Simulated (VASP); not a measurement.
Crystal: VN.

```
CELL_PARAMETERS angstrom
0.00000 2.04000 2.04000
2.04000 0.00000 2.04000
2.04000 2.04000 0.00000
ATOMIC_POSITIONS crystal
V 0.00000 0.00000 0.00000
N 0.50000 0.50000 0.50000
```

| Property | Result |
| --- | --- |
| Program | VASP 6.6.1 |
| Task | relaxation of cell and atoms |
| Functional | PBE |
| Potentials or basis | VASP PAW PBE potentials, release 64 (V_sv, N) |
| Cutoff | 600 eV |
| k mesh | 8 × 8 × 8 |
| Occupations | gaussian, width 0.1 eV |
| Spin | no spin polarisation |

At the start: pressure 9.7 GPa; volume 8.49 Å³/atom.

Where does the relaxation end?

Over 3 steps the energy falls by 7.4 meV/atom and the volume is 8.74 Å³/atom (+3.0 %); space group Fm-3m (No. 225, to 0.1 Å) before and after.

Step by step:
```csv
step,energy change (eV),largest force (eV/Å),pressure (GPa),volume (Å³)
1,0.0000,0.0000,9.68,16.98
2,0.0177,0.0000,-12.62,18.27
3,-0.0147,0.0000,-0.13,17.49
```

Final structure:
```yaml
crystal:
  lattice:
    - [0.00000, 2.06008, 2.06008]
    - [2.06008, 0.00000, 2.06008]
    - [2.06008, 2.06008, 0.00000]
  atoms:
    - { symbol: V, position: [0.00000, 0.00000, 0.00000] }
    - { symbol: N, position: [0.50000, 0.50000, 0.50000] }
```

Caveat: the highest band is partly filled, so the run has too few bands; the run has no spin polarisation, though such a crystal can be magnetic.
